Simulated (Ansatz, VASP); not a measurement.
**Two plane-wave programs on Li2Be3Au**

```xyz
6
Lattice="5.0680 0.0000 0.0000 -2.5340 4.3890 0.0000 0.0000 0.0000 2.7545" Properties=species:S:1:pos:R:3 pbc="T T T"
Li    0.0000    2.9260    0.0000
Li    2.5340    1.4630    0.0000
Be    2.5340    0.0000    1.3773
Be    1.2670    2.1945    1.3773
Be   -1.2670    2.1945    1.3773
Au    0.0000    0.0000    0.0000
```

Change from the starting cell: species swapped into the NdB2Ru3 type (P6/mmm, No. 191).

Alike in both runs: task relaxation of cell and atoms; functional PBE; k mesh 6 × 6 × 6; occupations gaussian, width 0.1 eV; no spin polarisation.

```csv
,VASP,Ansatz
version,VASP 6.6.1,Ansatz 0.2.0
potentials or method,"VASP PAW PBE potentials, release 64 (Li_sv, Be, Au_sv_GW), cutoff 750 eV","scalar-relativistic, plane waves, PAW"
valence electrons in the cell,31,31
```

Ansatz gave:

```
gap on the k mesh at the Fermi level, each at its own relaxed structure (eV) : none
relaxed volume (Å³/atom)                                                     : 11.39
relaxed cell length with the largest relative difference (Å)                 : 4.012
```

Estimate VASP's values.

gap on the k mesh at the Fermi level, each at its own relaxed structure (eV): none; relaxed volume (Å³/atom): 11.21; relaxed cell length with the largest relative difference (Å): 3.942.

A gap of «none» marks a metal or a gap that the smearing closes.

The k mesh is coarse, so the values compare programs but aren't converged. Spin-orbit coupling is off throughout.
